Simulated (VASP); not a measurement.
Wanted: the native input for a VASP 6.6.1 run.

| Property | Result |
| --- | --- |
| Task | single point |
| Functional | PBEsol |
| Potentials or basis | VASP PAW PBE potentials, release 64 (Mg, O) |
| Cutoff | 520 eV |
| k mesh | 9 × 9 × 6 |
| Occupations | gaussian, width 0.05 eV |
| Spin | no spin polarisation |
| Dipole correction | no |
| Further INCAR settings | ALGO = Normal; EDIFF = 1e-06; NBANDS = 16 |

The structure of MgO lies in POSCAR:

```
MgO
1.0
    3.3120589696      0.0000000000      0.0000000000
   -1.6560294848      2.8683272065      0.0000000000
    0.0000000000      0.0000000000      4.2824922505
Mg O
2 2
Direct
    0.6666666667      0.3333333333      0.7500000000
    0.3333333333      0.6666666667      0.2500000000
    0.6666666667      0.3333333333      0.2500000000
    0.3333333333      0.6666666667      0.7500000000
```

This cell differs from its parent crystal: strain -0.050 along x and y, +0.025 along z.

One way to write it, as run:

INCAR

```
SYSTEM = MgO
PREC = Accurate ; ENCUT = 520
EDIFF = 1E-6 ; ISMEAR = 0
SIGMA = 0.05 ; LREAL = .False.
LASPH = .True. ; NELM = 80
ALGO = Normal ; ISIF = 2
LWAVE = .False. ; LCHARG = .False.
GGA = PS ; NBANDS = 16
```

KPOINTS

```
Automatic mesh
0
Gamma
  9 9 6
  0 0 0
```

Potentials or basis: VASP PAW PBE potentials, release 64 (Mg, O).

Command:

```bash
$ cat potpaw_PBE.64/Mg/POTCAR potpaw_PBE.64/O/POTCAR > POTCAR
$ mpirun -np 1 vasp_std > vasp.out
```

Results of the run:

```
Pressure               : 14.5 GPa
Band gap on the k mesh : 3.66 eV, direct
```

Caveat: the cell differs from its parent crystal (strain -0.050 along x and y, +0.025 along z); the PAW data sets were made with another functional, which shifts forces and pressure a little.

It took 42 s on 1 thread of AMD EPYC 7R13, with other jobs on the host, peak memory 0.15 GiB.
